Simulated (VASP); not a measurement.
A run of VASP 6.6.1:

The input INCAR:

```
  PREC = Accurate
  ENCUT = 520
  EDIFF = 1E-6
  ISMEAR = 0
  SIGMA = 0.15
  LREAL = F
  LASPH = T
  NELM = 60
  ALGO = Normal
  ISIF = 2
  LWAVE = F
  LCHARG = F
  GGA = CA
  NBANDS = 26
```

The input KPOINTS:

```
regular mesh
0
Gamma
  12 12 12
```

The input POSCAR:

```
Si
1.0
    4.4730435006      2.5825128692      1.8589531703
   -4.4730435006      2.5825128692      1.8589531703
    0.0000000000     -5.1650257384      1.8589531703
Si
8
Direct
    0.0230438192      0.7214117077      0.5254377641
    0.9769561808      0.2785882923      0.4745622359
    0.7155636601      0.7155636601      0.7155636601
    0.2785882923      0.4745622359      0.9769561808
    0.4745622359      0.9769561808      0.2785882923
    0.7214117077      0.5254377641      0.0230438192
    0.2844363399      0.2844363399      0.2844363399
    0.5254377641      0.0230438192      0.7214117077
```

Potentials or basis: VASP PAW LDA potentials, release 64 (Si).

The run is started by

```console
$ cat potpaw_LDA.64/Si/POTCAR > POTCAR
$ mpirun -np 1 vasp_std > vasp.out
```

Hardware: 1 thread of AMD EPYC 9R45 96-Core Processor (Zen 5), on a shared host.

**Question.** How long does it take, and how much memory?

**Answer.** Wall time 8.1 min on 1 thread of AMD EPYC 9R45 96-Core Processor (Zen 5), with other jobs on the host, peak memory 0.65 GiB. Counts: scf iterations 13, k points 294.
